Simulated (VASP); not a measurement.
# ScF3 (Pm-3m) in VASP: further runs

ScF3 is run at these levels: LDA; tasks: single point, relaxation of cell and atoms.

Program: VASP 6.6.1. These are calculated values, not measurements. Logs are shortened: lines on timing, memory, paths and dates and some standing lists are left out, and cuts for length are marked.

### Step 1. The cell of the first run

The structure is cubic, space group Pm-3m (No. 221). Conventional cell: a = 3.973 Å, b = 3.973 Å, c = 3.973 Å, α = 90.00°, β = 90.00°, γ = 90.00°. Within 2.6 Å of Sc (site symmetry m-3m) lie 6 F at 1.99 Å. F (site symmetry 4/mmm) has 2 Sc at 1.99 Å within 2.6 Å.

### Step 2. Single point, LDA

INCAR reads:

```
SYSTEM = ScF3
ALGO = Normal
EDIFF = 1E-6
ENCUT = 520
ISIF = 2
ISMEAR = -1
LASPH = .TRUE.
LCHARG = .FALSE.
LREAL = .FALSE.
LWAVE = .FALSE.
NBANDS = 24
NELM = 60
PREC = Accurate
SIGMA = 0.02
```

KPOINTS reads:

```
k-points
0
G
  6 6 6
  0 0 0
```

POSCAR reads:

```
ScF3
1.0
    3.9730397289      0.0000000000      0.0000000000
    0.0000000000      3.9730397289      0.0000000000
    0.0000000000      0.0000000000      3.9730397289
Sc F
1 3
Direct
    0.0000000000      0.0000000000      0.0000000000
    0.5000000000      0.0000000000      0.0000000000
    0.0000000000      0.5000000000      0.0000000000
    0.0000000000      0.0000000000      0.5000000000
```

Potentials or basis: VASP PAW LDA potentials, release 64 (Sc_sv, F).

On the command line:

```bash
cat potpaw_LDA.64/Sc_sv/POTCAR potpaw_LDA.64/F/POTCAR > POTCAR
mpirun -np 1 vasp_std > vasp.out
```

OUTCAR:

```text
SYSTEM = ScF3
   EDIFF = 1E-6
   ENCUT = 520
   ISIF = 2
   ISMEAR = -1
   LASPH = .TRUE.
   LREAL = .FALSE.
   NELM = 60
   PREC = Accurate

 ion  position               nearest neighbor table
   1  0.000  0.000  0.000-   2 1.99   3 1.99   4 1.99   4 1.99   3 1.99   2 1.99
   2  0.500  0.000  0.000-   1 1.99   1 1.99
   3  0.000  0.500  0.000-   1 1.99   1 1.99
   4  0.000  0.000  0.500-   1 1.99   1 1.99

  LATTYP: Found a simple cubic cell.
 ALAT       =     3.9730397289

  Lattice vectors:

 A1 = (   3.9730397289,   0.0000000000,   0.0000000000)
 A2 = (   0.0000000000,   3.9730397289,   0.0000000000)
 A3 = (   0.0000000000,   0.0000000000,   3.9730397289)

Analysis of symmetry for initial positions (statically):
=====================================================================
 Subroutine PRICEL returns:
 Original cell was already a primitive cell.

 Routine SETGRP: Setting up the symmetry group for a
 simple cubic supercell.

 Subroutine GETGRP returns: Found 48 space group operations
 (whereof 48 operations were pure point group operations)
 out of a pool of 48 trial point group operations.

The static configuration has the point symmetry O_h .

Analysis of symmetry for dynamics (positions and initial velocities):
=====================================================================
 Subroutine PRICEL returns:
 Original cell was already a primitive cell.

 Routine SETGRP: Setting up the symmetry group for a
 simple cubic supercell.

 Subroutine GETGRP returns: Found 48 space group operations
 (whereof 48 operations were pure point group operations)
 out of a pool of 48 trial point group operations.

The dynamic configuration has the point symmetry O_h .

 Subroutine INISYM returns: Found 48 space group operations
 (whereof 48 operations are pure point group operations),
 and found     1 'primitive' translations

----------------------------------------------------------------------------------------

                                     Primitive cell

  volume of cell :      62.7146

  direct lattice vectors                    reciprocal lattice vectors
     3.973039729  0.000000000  0.000000000     0.251696451  0.000000000  0.000000000
     0.000000000  3.973039729  0.000000000     0.000000000  0.251696451  0.000000000
     0.000000000  0.000000000  3.973039729     0.000000000  0.000000000  0.251696451

  length of vectors
     3.973039729  3.973039729  3.973039729     0.251696451  0.251696451  0.251696451

  position of ions in fractional coordinates (direct lattice)
     0.000000000  0.000000000  0.000000000
     0.500000000  0.000000000  0.000000000
     0.000000000  0.500000000  0.000000000
     0.000000000  0.000000000  0.500000000

  ion indices of the primitive-cell ions
   primitive index   ion index
                 1           1
                 2           2
                 3           3
                 4           4

----------------------------------------------------------------------------------------

 KPOINTS: k-points

Automatic generation of k-mesh.
 Grid dimensions read from file:
 generate k-points for:    6    6    6

 Generating k-lattice:

  Cartesian coordinates                     Fractional coordinates (reciprocal lattice)
     0.041949409  0.000000000  0.000000000     0.166666667  0.000000000  0.000000000
     0.000000000  0.041949409  0.000000000     0.000000000  0.166666667  0.000000000
     0.000000000  0.000000000  0.041949409     0.000000000  0.000000000  0.166666667

  Length of vectors
     0.041949409  0.041949409  0.041949409

  Shift w.r.t. Gamma in fractional coordinates (k-lattice)
     0.000000000  0.000000000  0.000000000

 Subroutine IBZKPT returns following result:
 ===========================================

 Found     20 irreducible k-points:

 Following reciprocal coordinates:
            Coordinates               Weight
  0.000000  0.000000  0.000000      1.000000
  0.166667  0.000000  0.000000      6.000000
  0.333333  0.000000  0.000000      6.000000
  0.500000  0.000000  0.000000      3.000000
  0.166667  0.166667  0.000000     12.000000
  0.333333  0.166667  0.000000     24.000000
[... 12 lines left out ...]
  0.500000  0.500000  0.333333      6.000000
  0.500000  0.500000  0.500000      1.000000
   k-points           NKPTS =     20   k-points in BZ     NKDIM =     20   number of bands    NBANDS=     24
   number of dos      NEDOS =    301   number of ions     NIONS =      4
   total plane-waves  NPLWV =  27000
   dimension x,y,z NGX =    30 NGY =   30 NGZ =   30
   dimension x,y,z NGXF=    60 NGYF=   60 NGZF=   60
   ions per type =               1   3
   NGX,Y,Z   is equivalent  to a cutoff of  12.55, 12.55, 12.55 a.u.
   NGXF,Y,Z  is equivalent  to a cutoff of  25.11, 25.11, 25.11 a.u.
 SYSTEM =  ScF3
   PREC   = accura    normal or accurate (medium, high low for compatibility)
   ISTART =      0    job   : 0-new  1-cont  2-samecut
   ICHARG =      2    charge: 1-file 2-atom 10-const
   ISPIN  =      1    spin polarized calculation?
   LNONCOLLINEAR =      F non collinear calculations
   LSORBIT =      F    spin-orbit coupling
   LASPH  =      T    aspherical Exc in radial PAW
   ENCUT  =  520.0 eV  38.22 Ry    6.18 a.u.   7.39  7.39  7.39*2*pi/ulx,y,z
   NELM   =     60;   NELMIN=  2; NELMDL= -5     # of ELM steps
   EDIFF  = 0.1E-05   stopping-criterion for ELM
   LREAL  =      F    real-space projection
   EDIFFG = 0.1E-04   stopping-criterion for IOM
   NSW    =      0    number of steps for IOM
   IBRION =     -1    ionic relax: 0-MD 1-quasi-New 2-CG
   NFREE  =      0    steps in history (QN), initial steepest desc. (CG)
   ISIF   =      2    stress and relaxation
   ISYM   =      2    0-nonsym 1-usesym 2-fastsym
   POTIM  = 0.5000    time-step for ionic-motion
   TEBEG  =    0.0;   TEEND  =   0.0 temperature during run
   PSTRESS=    0.0 pullay stress
   NELECT =      32.0000    total number of electrons
   NUPDOWN=      -1.0000    fix difference up-down
   EMIN   =  10.00;   EMAX   =-10.00  energy-range for DOS
   EFERMI =   0.00;   METHOD = LEGACY
   ISMEAR =    -1;   SIGMA  =   0.02  broadening in eV -4-tet -1-fermi 0-gaus
   EFERMI_NEDOS =   21; number of points for ismear=-14 and -15
   IALGO  =     38    algorithm
   IMIX   =      4    mixing-type and parameters
     AMIX     =   0.40;   BMIX     =  1.00
     AMIX_MAG =   1.60;   BMIX_MAG =  1.00
  volume/ion in A,a.u.               =      15.68       105.80
  Fermi-wavevector in a.u.,A,eV,Ry     =   1.308183  2.472108 23.284241  1.711343
  Thomas-Fermi vector in A             =   2.438867
   LORBIT       =      0    0 simple, 1 ext, 2 COOP (PROOUT), +10 PAW based schemes
   GGA     = CA    functional components
   LHFCALC =     F    Hartree Fock is set to
   AEXX    =    0.0000 exact exchange contribution
   IVDW    =     0    specifies the selected vdW correction
   LEPSILON=     F    determine dielectric tensor
   LRPA    =     F    only Hartree local field effects (RPA)
 non-spin polarized calculation
  energy-cutoff  :      520.00
  volume of cell :       62.71
 maximum number of plane-waves:      1743
 NGX is ok and might be reduce to    30
   NGX = 15   NGY = 15   NGZ = 15

 number of electron      31.9999968 magnetization

 Free energy of the ion-electron system (eV)
  ---------------------------------------------------
  ext. energy  EPLUGINS =         0.00000000
  ---------------------------------------------------
  free energy    TOTEN  =       -29.58528724 eV

  energy without entropy =      -29.58528724  energy(sigma->0) =      -29.58528724

 E-fermi :  -3.2104     XC(G=0):  -9.0059

 val. band max:       -3.7257129387   @ k =   0.5000   0.5000   0.5000
 cond. band min:       2.6077378746   @ k =   0.0000   0.0000   0.0000
 fundamental gap:      6.3334508132
 Fermi energy:        -3.2103966261

 k-point     1 :       0.0000    0.0000    0.0000
  band No.  band energies     occupation
      1     -48.8035      2.00000
      2     -27.8709      2.00000
      3     -27.8709      2.00000
      4     -27.8709      2.00000
      5     -23.4431      2.00000
      6     -23.1572      2.00000
[... 16 lines left out ...]
     23      12.2649      0.00000
     24      12.2649      0.00000

 k-point     2 :       0.1667    0.0000    0.0000
  band No.  band energies     occupation
      1     -48.8019      2.00000
      2     -28.0138      2.00000
      3     -27.8696      2.00000
      4     -27.8696      2.00000
      5     -23.3801      2.00000
      6     -23.1550      2.00000
[... 16 lines left out ...]
     23      10.7859      0.00000
     24      12.5390      0.00000

 k-point     3 :       0.3333    0.0000    0.0000
  band No.  band energies     occupation
      1     -48.7988      2.00000
      2     -28.2662      2.00000
      3     -27.8668      2.00000
      4     -27.8668      2.00000
      5     -23.3471      2.00000
      6     -23.1517      2.00000
[... 16 lines left out ...]
     23       8.9947      0.00000
     24      13.1622      0.00000

 k-point     4 :       0.5000    0.0000    0.0000
  band No.  band energies     occupation
      1     -48.7973      2.00000
      2     -28.3796      2.00000
      3     -27.8655      2.00000
      4     -27.8655      2.00000
      5     -23.3402      2.00000
      6     -23.1496      2.00000
[... 16 lines left out ...]
     23       7.9765      0.00000
     24      13.5283      0.00000

 k-point     5 :       0.1667    0.1667    0.0000
  band No.  band energies     occupation
      1     -48.8004      2.00000
      2     -28.0139      2.00000
      3     -28.0107      2.00000
      4     -27.8682      2.00000
      5     -23.3033      2.00000
      6     -22.9999      2.00000
[... 343 lines left out ...]
 k-point    18 :       0.5000    0.3333    0.3333
  band No.  band energies     occupation
      1     -48.7880      2.00000
      2     -28.3693      2.00000
      3     -28.2560      2.00000
      4     -28.2534      2.00000
      5     -22.4831      2.00000
      6     -22.4345      2.00000
[... 16 lines left out ...]
     23       9.5108      0.00000
     24      10.3354      0.00000

 k-point    19 :       0.5000    0.5000    0.3333
  band No.  band energies     occupation
      1     -48.7865      2.00000
      2     -28.3676      2.00000
      3     -28.3676      2.00000
      4     -28.2530      2.00000
      5     -22.4572      2.00000
      6     -22.2066      2.00000
[... 16 lines left out ...]
     23      10.1457      0.00000
     24      10.1457      0.00000

 k-point    20 :       0.5000    0.5000    0.5000
  band No.  band energies     occupation
      1     -48.7849      2.00000
      2     -28.3658      2.00000
      3     -28.3658      2.00000
      4     -28.3658      2.00000
      5     -22.2048      2.00000
      6     -22.2048      2.00000
[... 16 lines left out ...]
     23      11.4743      0.00000
     24      11.4960      0.00000

------------------------ aborting loop because EDIFF is reached ----------------------------------------

  FORCE on cell =-STRESS in cart. coord.  units (eV):
  Direction    XX          YY          ZZ          XY          YZ          ZX
  --------------------------------------------------------------------------------------
  -------------------------------------------------------------------------------------
  Total        0.2895280      0.2895280      0.2895280     -0.0000000      0.0000000     -0.0000000
  in kB        7.3966039      7.3966039      7.3966039     -0.0000000      0.0000000     -0.0000000
  external PRESSURE =       7.3966039 kB  Pullay stress =       0.0000000 kB

 VOLUME and BASIS-vectors are now :
 -----------------------------------------------------------------------------
  energy-cutoff  :      520.00
  volume of cell :       62.71
      direct lattice vectors                 reciprocal lattice vectors
     3.973039729  0.000000000  0.000000000     0.251696451  0.000000000  0.000000000
     0.000000000  3.973039729  0.000000000     0.000000000  0.251696451  0.000000000
     0.000000000  0.000000000  3.973039729     0.000000000  0.000000000  0.251696451

 POSITION                                       TOTAL-FORCE (eV/Angst)
 -----------------------------------------------------------------------------------
      0.00000      0.00000      0.00000         0.000000      0.000000      0.000000
      1.98652      0.00000      0.00000         0.000000      0.000000      0.000000
      0.00000      1.98652      0.00000         0.000000      0.000000      0.000000
      0.00000      0.00000      1.98652         0.000000      0.000000      0.000000
 -----------------------------------------------------------------------------------
    total drift:                                0.000000      0.000000      0.000000

  FREE ENERGIE OF THE ION-ELECTRON SYSTEM (eV)
  ---------------------------------------------------
  free  energy   TOTEN  =       -29.5852872419 eV

  energy  without entropy=      -29.5852872419  energy(sigma->0) =      -29.58528724
```

Wall time 24 s (1 thread of Intel Xeon Platinum 8375C at 2.90GHz (Ice Lake), shared host); peak memory 0.16 GiB.

What came out:

| Property | Result |
| --- | --- |
| Free energy | -29.5853 eV |
| Pressure | 0.7 GPa |
| Band gap on the k mesh | 6.33 eV, indirect (least direct gap 6.87 eV) |

A k mesh can miss the band edges. LDA gaps usually lie below the measured ones, often by a third to a half.

### Step 3. Relaxation of cell and atoms, LDA

This run uses another cell than the first one, of 16.15 Å³/atom, 1.030 times its volume.

INCAR reads:

```
SYSTEM = ScF3
PREC     = Accurate       ! precision mode
ENCUT    = 600            ! plane-wave cutoff, eV
EDIFF    = 1E-6           ! SCF threshold, eV
ISMEAR   = -1             ! smearing method
SIGMA    = 0.02           ! smearing width, eV
LREAL    = .False.        ! projectors in reciprocal space
LASPH    = .True.         ! aspherical terms in the spheres
NELM     = 100            ! most SCF steps
ALGO     = Normal         ! electronic algorithm
ISIF     = 3              ! what is computed and relaxed
LWAVE    = .False.        ! write WAVECAR
LCHARG   = .False.        ! write CHGCAR
GGA      = CA             ! functional
IBRION   = 2              ! ionic algorithm
NSW      = 50             ! ionic steps
EDIFFG   = -0.01          ! ionic threshold
```

KPOINTS reads:

```
Automatic mesh
0
Gamma
  6 6 6
  0 0 0
```

POSCAR reads:

```
ScF3
1.0
    4.0124500000      0.0000000000      0.0000000000
    0.0000000000      4.0124500000      0.0000000000
    0.0000000000      0.0000000000      4.0124500000
Sc F
1 3
Direct
    0.0000000000      0.0000000000      0.0000000000
    0.5000000000      0.0000000000      0.0000000000
    0.0000000000      0.5000000000      0.0000000000
    0.0000000000      0.0000000000      0.5000000000
```

Potentials or basis: VASP PAW LDA potentials, release 64 (Sc_sv, F).

On the command line:

```bash
cat potpaw_LDA.64/Sc_sv/POTCAR potpaw_LDA.64/F/POTCAR > POTCAR
mpirun -np 1 vasp_std > vasp.out
```

Run time: 34 s. Hardware: 1 thread of Intel Xeon Platinum 8375C at 2.90GHz (Ice Lake), shared host; peak memory 0.17 GiB.

The run converged. Its results:

| Item | Value |
| --- | --- |
| Free energy | -29.5974 eV |
| Relaxed volume | 15.77 Å³/atom |
| Relaxed cell | a = 3.980 Å, b = 3.980 Å, c = 3.980 Å, α = 90.00°, β = 90.00°, γ = 90.00° |
| Space group after relaxing (to 0.05 Å) | Pm-3m (No. 221) |
| Energy gained by relaxing | 3.0 meV/atom |
| Ionic steps | 3 |
| Pressure after relaxing | 0.0 GPa |
| Band gap on the k mesh | 6.31 eV, indirect (least direct gap 6.84 eV) |

The path:
```
step  energy change (eV)  largest force (eV/Å)  pressure (GPa)  volume (Å³)
   1              0.0000                0.0000           -2.42        64.60
   2             -0.0092                0.0000            1.22        62.35
   3             -0.0119                0.0000            0.00        63.06
```

Final structure:
```
Sc F
1.0
     3.98033    0.00000    0.00000
     0.00000    3.98033    0.00000
     0.00000    0.00000    3.98033
Sc F
1 3
Direct
  0.00000 0.00000 0.00000
  0.50000 0.00000 0.00000
  0.00000 0.50000 0.00000
  0.00000 0.00000 0.50000
```

Levels at points of the mesh, in eV from the valence-band top:
| k point | band 14 | band 15 | band 16 | band 17 | band 18 | band 19 |
| --- | --- | --- | --- | --- | --- | --- |
| (0.00, 0.00, 0.00) | -0.53 | -0.53 | -0.53 | 6.31 | 6.31 | 6.31 |
| (0.50, 0.00, 0.00) | -0.74 | -0.55 | -0.55 | 6.35 | 7.28 | 7.28 |
| (0.50, 0.50, 0.00) | -1.00 | -1.00 | -0.01 | 7.32 | 7.32 | 7.99 |
| (0.50, 0.50, 0.50) | 0.00 | 0.00 | 0.00 | 8.05 | 8.05 | 8.05 |

A k mesh can miss the band edges. LDA usually gives volumes a few per cent too small.
